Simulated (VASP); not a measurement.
Here is a VASP 6.6.1 calculation.

The input INCAR:

```
SYSTEM = Co
PREC     = Accurate       ! precision mode
ENCUT    = 520            ! plane-wave cutoff, eV
EDIFF    = 1E-7           ! SCF threshold, eV
ISMEAR   = -1             ! smearing method
SIGMA    = 0.05           ! smearing width, eV
LREAL    = .False.        ! projectors in reciprocal space
LASPH    = .True.         ! aspherical terms in the spheres
NELM     = 150            ! most SCF steps
ALGO     = Normal         ! electronic algorithm
ISIF     = 2              ! what is computed and relaxed
LWAVE    = .False.        ! write WAVECAR
LCHARG   = .True.         ! write CHGCAR
ISPIN    = 2              ! spin polarisation
MAGMOM   = 1.7            ! initial moments
LORBIT   = 11             ! projections on sites
LMAXMIX  = 4              ! l up to which the mixer works
GGA      = PE             ! functional
LELF     = .True.         ! ELF
LVHAR    = .True.       
NBANDS   = 14             ! bands
```

KPOINTS

```
Automatic mesh
0
Gamma
  19 19 19
  0 0 0
```

The input POSCAR:

```
Co
1.0
    0.0000000000      1.7615769432      1.7615769432
    1.7615769432      0.0000000000      1.7615769432
    1.7615769432      1.7615769432      0.0000000000
Co
1
Direct
    0.0000000000      0.0000000000      0.0000000000
```

Potentials or basis: VASP PAW PBE potentials, release 64 (Co).

Launch:

```sh
$ cat potpaw_PBE.64/Co/POTCAR > POTCAR
$ mpirun -np 1 vasp_std > vasp.out
```

Problem. What does it give for the site moments?

Solution. Co +1.68 μB.

Problem. Predict the net moment.

Solution. 1.66 μB per cell.
